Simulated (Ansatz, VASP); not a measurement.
InB2As3 in VASP and in Ansatz

INCAR

```
SYSTEM = InB2As3
PREC = Accurate
ENCUT = 600
EDIFF = 1E-6
ISMEAR = 0
SIGMA = 0.1
LREAL = .FALSE.
LASPH = .TRUE.
NELM = 60
ALGO = Normal
ISIF = 3
LWAVE = .FALSE.
LCHARG = .FALSE.
GGA = PE
IBRION = 2
NSW = 90
EDIFFG = -0.04
```

File KPOINTS:

```
Automatic mesh
0
G
  6 6 4
  0 0 0
```

The input POSCAR:

```
InB2As3
1.0
    4.8187892500      0.0000000000      0.0000000000
   -2.4093946300      4.1731939100      0.0000000000
    0.0000000000      0.0000000000      6.4362993700
In B As
1 2 3
Direct
    0.0000000000      0.0000000000      0.5000000000
    0.3333333300      0.6666666700      0.5000000000
    0.6666666700      0.3333333300      0.5000000000
    0.3333333300      0.6666666700      0.0000000000
    0.6666666700      0.3333333300      0.0000000000
    0.0000000000      0.0000000000      0.0000000000
```

Input for Ansatz:

```yaml
crystal:
  lattice:
    - [4.81878925, 0.0, 0.0]
    - [-2.40939463, 4.17319391, 0.0]
    - [0.0, 0.0, 6.43629937]
  atoms:
    - { symbol: In, position: [0.0, 0.0, 0.5] }
    - { symbol: B, position: [0.33333333, 0.66666667, 0.5] }
    - { symbol: B, position: [0.66666667, 0.33333333, 0.5] }
    - { symbol: As, position: [0.33333333, 0.66666667, 0.0] }
    - { symbol: As, position: [0.66666667, 0.33333333, 0.0] }
    - { symbol: As, position: [0.0, 0.0, 0.0] }
basis:
  ecutwfc: 420
kpoints:
  mp_grid: { grid: [6, 6, 4] }
hamiltonian:
  xc: pbe
scf:
  occupations: { method: gaussian, width: 0.1 }
  lower_state_search: "off"
output:
  forces: true
  stress: true
  eigenvalues: true
relax:
  adjacent_minimum: "off"
  f_tol: 0.04
  max_steps: 70
  cell: { stress_tol: 0.4 }
```

Alike in both runs: task relaxation of cell and atoms; functional PBE; k mesh 6 × 6 × 4; occupations gaussian, width 0.1 eV; no spin polarisation.

|  | VASP | Ansatz |
| --- | --- | --- |
| version | VASP 6.6.1 | Ansatz 0.2.0 |
| potentials or method | VASP PAW PBE potentials, release 64 (In_d, B, As), cutoff 600 eV | scalar-relativistic, plane waves, PAW |
| valence electrons in the cell | 34 | 64 |

```csv
,VASP,Ansatz,Ansatz less VASP
"gap on the k mesh at the Fermi level, each at its own relaxed structure (eV)",none,none,-
relaxed volume (Å³/atom),16.66,16.68,+0.019
relaxed cell length with the largest relative difference (Å),4.889,4.892,+0.0035
```

A gap of «none» marks a metal or a gap that the smearing closes. VASP's potentials hold 34 valence electrons a cell and Ansatz's 64, so a difference there can come from the potentials and not from the codes.

Noted on VASP's run: the volume moved by over 15 % at a fixed basis, so the end points are rough.
